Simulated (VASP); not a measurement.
Wanted: the native input for a VASP 6.6.1 run.

```yaml
Task: single point
Functional: PBE
Potentials_or_basis: VASP PAW PBE potentials, release 64 (Li_sv, Be)
Cutoff: 520 eV
k_mesh: 12 × 12 × 12
Occupations: gaussian, width 0.1 eV
Spin: no spin polarisation
Dipole_correction: no
Further_INCAR_settings: ALGO = Fast; EDIFF = 1e-06; NBANDS = 14
```

The structure of LiBe4 lies in POSCAR:

```
LiBe4
1.0
    1.7515575154      1.0112622030      3.5788590116
   -1.7515575154      1.0112622030      3.5788590116
    0.0000000000     -2.0225244061      3.5788590116
Li Be
1 4
Direct
    0.5000000000      0.5000000000      0.5000000000
    0.9050685136      0.9050685136      0.9050685136
    0.0949314864      0.0949314864      0.0949314864
    0.7005804562      0.7005804562      0.7005804562
    0.2994195438      0.2994195438      0.2994195438
```

These files were run (other wordings do the same):

INCAR

```
SYSTEM = LiBe4
PREC = Accurate ; ENCUT = 520
EDIFF = 1E-6 ; ISMEAR = 0
SIGMA = 0.1 ; LREAL = .FALSE.
LASPH = .TRUE. ; NELM = 80
ALGO = Fast ; ISIF = 2
LWAVE = .FALSE. ; LCHARG = .TRUE.
GGA = PE ; LELF = .TRUE.
LVHAR = .TRUE. ; NBANDS = 14
```

KPOINTS

```
regular mesh
0
G
  12 12 12
  0 0 0
```

Potentials or basis: VASP PAW PBE potentials, release 64 (Li_sv, Be).

Launch:

```sh
$ cat potpaw_PBE.64/Li_sv/POTCAR potpaw_PBE.64/Be/POTCAR > POTCAR
$ mpirun -np 1 vasp_std > vasp.out
```

Results of the run:

* Largest force: 0.005 eV/Å
* Band gap on the k mesh: zero (an odd number of electrons rules out a gap without spin polarisation)

It took 5.7 min on 1 thread of Oxide Virtual Turin-like Processor (shared host), peak memory 0.19 GiB.
